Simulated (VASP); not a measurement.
# CoSi2 (Fm-3m) in VASP: notebook

Runs on CoSi2. Level: PBE. Tasks: single point.

Everything below comes from runs of VASP 6.6.1. Logs are shortened: lines on timing, memory, paths and dates and some standing lists are left out, and cuts for length are marked.

## Step 1: The cell of the first run

Symmetry: Fm-3m, No. 225, cubic system. The conventional cell has a = 5.360 Å, b = 5.360 Å, c = 5.360 Å, α = 90.00°, β = 90.00°, γ = 90.00°. Within 3.1 Å of Co (site symmetry m-3m) lie 8 Si at 2.32 Å. Within 3.1 Å of Si (site symmetry -43m) lie 4 Co at 2.32 Å and 6 Si at 2.68 Å.

## Step 2: Single point, PBE, collinear spin, ferromagnetic start

File INCAR:

```
SYSTEM = CoSi2
PREC     = Accurate       ! precision mode
ENCUT    = 520            ! plane-wave cutoff, eV
EDIFF    = 1E-6           ! SCF threshold, eV
ISMEAR   = 0              ! smearing method
SIGMA    = 0.15           ! smearing width, eV
LREAL    = .False.        ! projectors in reciprocal space
LASPH    = .True.         ! aspherical terms in the spheres
NELM     = 150            ! most SCF steps
ALGO     = Normal         ! electronic algorithm
ISIF     = 2              ! what is computed and relaxed
LWAVE    = .False.        ! write WAVECAR
LCHARG   = .False.        ! write CHGCAR
ISPIN    = 2              ! spin polarisation
MAGMOM   = 0.55 0 0       ! initial moments
LORBIT   = 11             ! projections on sites
NUPDOWN  = 0.55           ! fixed moment
LMAXMIX  = 4              ! l up to which the mixer works
GGA      = PE             ! functional
NBANDS   = 20             ! bands
```

File KPOINTS:

```
regular mesh
0
Gamma
  14 14 14
  0 0 0
```

File POSCAR:

```
CoSi2
1.0
    0.0000000000      2.6801763726      2.6801763726
    2.6801763726      0.0000000000      2.6801763726
    2.6801763726      2.6801763726      0.0000000000
Co Si
1 2
Direct
    0.0000000000      0.0000000000      0.0000000000
    0.2500000000      0.2500000000      0.2500000000
    0.7500000000      0.7500000000      0.7500000000
```

Potentials or basis: VASP PAW PBE potentials, release 64 (Co, Si).

Launch:

```sh
$ cat potpaw_PBE.64/Co/POTCAR potpaw_PBE.64/Si/POTCAR > POTCAR
$ mpirun -np 1 vasp_std > vasp.out
```

OUTCAR:

```text
SYSTEM = CoSi2
   PREC = Accurate
   ENCUT = 520
   EDIFF = 1E-6
   ISMEAR = 0
   LREAL = .False.
   LASPH = .True.
   NELM = 150
   ISIF = 2
   ISPIN = 2
   LORBIT = 11
   NUPDOWN = 0.55
   GGA = PE

 ion  position               nearest neighbor table
   1  0.000  0.000  0.000-   3 2.32   3 2.32   3 2.32   2 2.32   3 2.32   2 2.32   2 2.32   2 2.32

   2  0.250  0.250  0.250-   1 2.32   1 2.32   1 2.32   1 2.32   3 2.68   3 2.68   3 2.68   3 2.68
                             3 2.68   3 2.68
   3  0.750  0.750  0.750-   1 2.32   1 2.32   1 2.32   1 2.32   2 2.68   2 2.68   2 2.68   2 2.68
                             2 2.68   2 2.68

  LATTYP: Found a face centered cubic cell.
 ALAT       =     5.3603527452

  Lattice vectors:

 A1 = (   0.0000000000,   2.6801763726,   2.6801763726)
 A2 = (   2.6801763726,   0.0000000000,   2.6801763726)
 A3 = (   2.6801763726,   2.6801763726,   0.0000000000)

Analysis of symmetry for initial positions (statically):
=====================================================================
 Subroutine PRICEL returns:
 Original cell was already a primitive cell.

 Routine SETGRP: Setting up the symmetry group for a
 face centered cubic supercell.

 Subroutine GETGRP returns: Found 48 space group operations
 (whereof 48 operations were pure point group operations)
 out of a pool of 48 trial point group operations.

The static configuration has the point symmetry O_h .

Analysis of symmetry for dynamics (positions and initial velocities):
=====================================================================
 Subroutine PRICEL returns:
 Original cell was already a primitive cell.

 Routine SETGRP: Setting up the symmetry group for a
 face centered cubic supercell.

 Subroutine GETGRP returns: Found 48 space group operations
 (whereof 48 operations were pure point group operations)
 out of a pool of 48 trial point group operations.

The dynamic configuration has the point symmetry O_h .

Analysis of structural, dynamic, and magnetic symmetry:
=====================================================================
 Subroutine PRICEL returns:
 Original cell was already a primitive cell.

 Routine SETGRP: Setting up the symmetry group for a
 face centered cubic supercell.

 Subroutine GETGRP returns: Found 48 space group operations
 (whereof 48 operations were pure point group operations)
 out of a pool of 48 trial point group operations.

The overall configuration has the point symmetry O_h .

 Subroutine INISYM returns: Found 48 space group operations
 (whereof 48 operations are pure point group operations),
 and found     1 'primitive' translations

----------------------------------------------------------------------------------------

                                     Primitive cell

  volume of cell :      38.5053

  direct lattice vectors                    reciprocal lattice vectors
     0.000000000  2.680176373  2.680176373    -0.186554887  0.186554887  0.186554887
     2.680176373  0.000000000  2.680176373     0.186554887 -0.186554887  0.186554887
     2.680176373  2.680176373  0.000000000     0.186554887  0.186554887 -0.186554887

  length of vectors
     3.790341776  3.790341776  3.790341776     0.323122542  0.323122542  0.323122542

  position of ions in fractional coordinates (direct lattice)
     0.000000000  0.000000000  0.000000000
     0.250000000  0.250000000  0.250000000
     0.750000000  0.750000000  0.750000000

  ion indices of the primitive-cell ions
   primitive index   ion index
                 1           1
                 2           2
                 3           3

----------------------------------------------------------------------------------------

 KPOINTS: regular mesh

Automatic generation of k-mesh.
 Grid dimensions read from file:
 generate k-points for:   14   14   14

 Generating k-lattice:

  Cartesian coordinates                     Fractional coordinates (reciprocal lattice)
    -0.013325349  0.013325349  0.013325349     0.071428571  0.000000000  0.000000000
     0.013325349 -0.013325349  0.013325349     0.000000000  0.071428571  0.000000000
     0.013325349  0.013325349 -0.013325349     0.000000000  0.000000000  0.071428571

  Length of vectors
     0.023080182  0.023080182  0.023080182

  Shift w.r.t. Gamma in fractional coordinates (k-lattice)
     0.000000000  0.000000000  0.000000000

 Subroutine IBZKPT returns following result:
 ===========================================

 Found    104 irreducible k-points:

 Following reciprocal coordinates:
            Coordinates               Weight
  0.000000  0.000000  0.000000      1.000000
  0.071429  0.000000  0.000000      8.000000
  0.142857  0.000000  0.000000      8.000000
  0.214286  0.000000  0.000000      8.000000
  0.285714  0.000000  0.000000      8.000000
  0.357143  0.000000  0.000000      8.000000
[... 16 lines left out ...]
  0.214286  0.142857  0.000000     24.000000
  0.285714  0.142857  0.000000     24.000000
 [... further k-points ...]
   k-points           NKPTS =    104   k-points in BZ     NKDIM =    104   number of bands    NBANDS=     20
   number of dos      NEDOS =    301   number of ions     NIONS =      3
   total plane-waves  NPLWV =  21952
   dimension x,y,z NGX =    28 NGY =   28 NGZ =   28
   dimension x,y,z NGXF=    56 NGYF=   56 NGZF=   56
   ions per type =               1   2
   NGX,Y,Z   is equivalent  to a cutoff of  12.28, 12.28, 12.28 a.u.
   NGXF,Y,Z  is equivalent  to a cutoff of  24.56, 24.56, 24.56 a.u.
 SYSTEM =  CoSi2
   PREC   = accura    normal or accurate (medium, high low for compatibility)
   ISTART =      0    job   : 0-new  1-cont  2-samecut
   ICHARG =      2    charge: 1-file 2-atom 10-const
   ISPIN  =      2    spin polarized calculation?
   LNONCOLLINEAR =      F non collinear calculations
   LSORBIT =      F    spin-orbit coupling
   LASPH  =      T    aspherical Exc in radial PAW
   ENCUT  =  520.0 eV  38.22 Ry    6.18 a.u.   7.05  7.05  7.05*2*pi/ulx,y,z
   NELM   =    150;   NELMIN=  2; NELMDL= -5     # of ELM steps
   EDIFF  = 0.1E-05   stopping-criterion for ELM
   LREAL  =      F    real-space projection
   EDIFFG = 0.1E-04   stopping-criterion for IOM
   NSW    =      0    number of steps for IOM
   IBRION =     -1    ionic relax: 0-MD 1-quasi-New 2-CG
   NFREE  =      0    steps in history (QN), initial steepest desc. (CG)
   ISIF   =      2    stress and relaxation
   ISYM   =      2    0-nonsym 1-usesym 2-fastsym
   POTIM  = 0.5000    time-step for ionic-motion
   TEBEG  =    0.0;   TEEND  =   0.0 temperature during run
   PSTRESS=    0.0 pullay stress
   NELECT =      17.0000    total number of electrons
   NUPDOWN=       0.5500    fix difference up-down
   EMIN   =  10.00;   EMAX   =-10.00  energy-range for DOS
   EFERMI =   0.00;   METHOD = LEGACY
   ISMEAR =     0;   SIGMA  =   0.15  broadening in eV -4-tet -1-fermi 0-gaus
   EFERMI_NEDOS =   21; number of points for ismear=-14 and -15
   IALGO  =     38    algorithm
   IMIX   =      4    mixing-type and parameters
     AMIX     =   0.40;   BMIX     =  1.00
     AMIX_MAG =   1.60;   BMIX_MAG =  1.00
  volume/ion in A,a.u.               =      12.84        86.62
  Fermi-wavevector in a.u.,A,eV,Ry     =   1.246573  2.355682 21.142700  1.553945
  Thomas-Fermi vector in A             =   2.380744
   LORBIT       =     11    0 simple, 1 ext, 2 COOP (PROOUT), +10 PAW based schemes
   GGA     = PE    functional components
   LHFCALC =     F    Hartree Fock is set to
   AEXX    =    0.0000 exact exchange contribution
   IVDW    =     0    specifies the selected vdW correction
   LEPSILON=     F    determine dielectric tensor
   LRPA    =     F    only Hartree local field effects (RPA)
 spin polarized calculation
 Gauss-broadening in eV      SIGMA  =   0.15
  energy-cutoff  :      520.00
  volume of cell :       38.51
 maximum number of plane-waves:      1056
   NGX = 15   NGY = 15   NGZ = 15

 number of electron      16.9999995 magnetization       0.5500000

 Free energy of the ion-electron system (eV)
  ---------------------------------------------------
  ext. energy  EPLUGINS =         0.00000000
  ---------------------------------------------------
  free energy    TOTEN  =       -19.17938330 eV

  energy without entropy =      -19.16613078  energy(sigma->0) =      -19.17275704

 E-fermi :   9.7482     XC(G=0): -11.7351

 val. band max:       10.6732188857   @ k =   0.2857   0.1429   0.0000
 cond. band min:       9.7528452537   @ k =  -0.2143   0.3571   0.1429
 fundamental gap:     -0.9203736320
 Fermi energy:        10.6946893195

 spin component 1

 k-point     1 :       0.0000    0.0000    0.0000
  band No.  band energies     occupation
      1      -3.1040      1.00000
      2       5.8802      1.00000
      3       5.8802      1.00000
      4       5.8802      1.00000
      5       7.9905      1.00000
      6       7.9905      1.00000
[... 12 lines left out ...]
     19      20.5678      0.00000
     20      24.8955      0.00000

 k-point     2 :       0.0714    0.0000    0.0000
  band No.  band energies     occupation
      1      -3.0267      1.00000
      2       5.6903      1.00000
      3       5.9079      1.00000
      4       5.9079      1.00000
      5       7.9681      1.00000
      6       7.9681      1.00000
[... 12 lines left out ...]
     19      20.9134      0.00000
     20      25.1401      0.00000
[... 465 lines left out ...]
      3       5.9457      1.00000
      4       5.9836      1.00000
      5       7.3953      1.00000
      6       8.1267      1.00000
[... 12 lines left out ...]
     19      23.2834      0.00000
     20      27.1494      0.00000

 k-point    24 :       0.2857    0.1429    0.0000
  band No.  band energies     occupation
      1      -1.9855      1.00000
      2       4.1376      1.00000
      3       6.0249      1.00000
      4       6.0952      1.00000
      5       7.2075      1.00000
      6       8.1642      1.00000
[... 12 lines left out ...]
     19      24.6779      0.00000
     20      26.6636      0.00000

 [... further k-points ...]

 spin component 2

 k-point     1 :       0.0000    0.0000    0.0000
  band No.  band energies     occupation
      1      -2.9823      1.00000
      2       6.0815      1.00000
      3       6.0815      1.00000
      4       6.0815      1.00000
      5       8.2789      1.00000
      6       8.2789      1.00000
[... 12 lines left out ...]
     19      20.6228      0.00000
     20      25.0227      0.00000

 k-point     2 :       0.0714    0.0000    0.0000
  band No.  band energies     occupation
      1      -2.9049      1.00000
      2       5.8835      1.00000
      3       6.1093      1.00000
      4       6.1093      1.00000
      5       8.2545      1.00000
      6       8.2545      1.00000
[... 12 lines left out ...]
     19      20.9706      0.00000
     20      25.2675      0.00000
[... 465 lines left out ...]
      3       6.1362      1.00000
      4       6.1772      1.00000
      5       7.6398      1.00000
      6       8.4192      1.00000
[... 12 lines left out ...]
     19      23.3601      0.00000
     20      27.2794      0.00000

 k-point    24 :       0.2857    0.1429    0.0000
  band No.  band energies     occupation
      1      -1.8635      1.00000
      2       4.2903      1.00000
      3       6.2133      1.00000
      4       6.2908      1.00000
      5       7.4339      1.00000
      6       8.4559      1.00000
[... 12 lines left out ...]
     19      24.7595      0.00000
     20      26.7992      0.00000

 [... further k-points ...]

------------------------ aborting loop because EDIFF is reached ----------------------------------------

  FORCE on cell =-STRESS in cart. coord.  units (eV):
  Direction    XX          YY          ZZ          XY          YZ          ZX
  --------------------------------------------------------------------------------------
  -------------------------------------------------------------------------------------
  Total        0.1954950      0.1954950      0.1954950      0.0000000     -0.0000000      0.0000000
  in kB        8.1344100      8.1344100      8.1344100      0.0000000     -0.0000000      0.0000000
  external PRESSURE =       8.1344100 kB  Pullay stress =       0.0000000 kB

 VOLUME and BASIS-vectors are now :
 -----------------------------------------------------------------------------
  energy-cutoff  :      520.00
  volume of cell :       38.51
      direct lattice vectors                 reciprocal lattice vectors
     0.000000000  2.680176373  2.680176373    -0.186554887  0.186554887  0.186554887
     2.680176373  0.000000000  2.680176373     0.186554887 -0.186554887  0.186554887
     2.680176373  2.680176373  0.000000000     0.186554887  0.186554887 -0.186554887

 POSITION                                       TOTAL-FORCE (eV/Angst)
 -----------------------------------------------------------------------------------
      0.00000      0.00000      0.00000        -0.000000      0.000000     -0.000000
      1.34009      1.34009      1.34009         0.000000      0.000000     -0.000000
      4.02026      4.02026      4.02026        -0.000000     -0.000000      0.000000
 -----------------------------------------------------------------------------------
    total drift:                               -0.000000     -0.000000      0.000000

  FREE ENERGIE OF THE ION-ELECTRON SYSTEM (eV)
  ---------------------------------------------------
  free  energy   TOTEN  =       -19.1793832978 eV

  energy  without entropy=      -19.1661307771  energy(sigma->0) =      -19.17275704

 total charge

# of ion       s       p       d       tot
------------------------------------------
    1        0.540   0.722   7.582   8.844
    2        0.719   0.871   0.000   1.590
    3        0.719   0.871   0.000   1.590
--------------------------------------------------
tot          1.978   2.464   7.582  12.024

 magnetization (x)

# of ion       s       p       d       tot
------------------------------------------
    1        0.006   0.069   0.269   0.345
    2        0.005   0.034   0.000   0.039
    3        0.005   0.034   0.000   0.039
--------------------------------------------------
tot          0.016   0.137   0.269   0.422
```

Run time: 5.2 min. Hardware: 1 thread of AMD EPYC 7R13, shared host; peak memory 0.23 GiB.

Results:

```
Free energy                                           : -19.1794 eV
Pressure                                              : 0.8 GPa
Net moment                                            : 0.55 μB per cell
Site moments                                          : Co +0.34; Si +0.04 μB
Valence electrons inside the program's atomic spheres : Co 8.84; Si 1.59
```

Caveat: the total moment is fixed, so each spin has its own Fermi level.

(Part 1 of 2 ends here.)
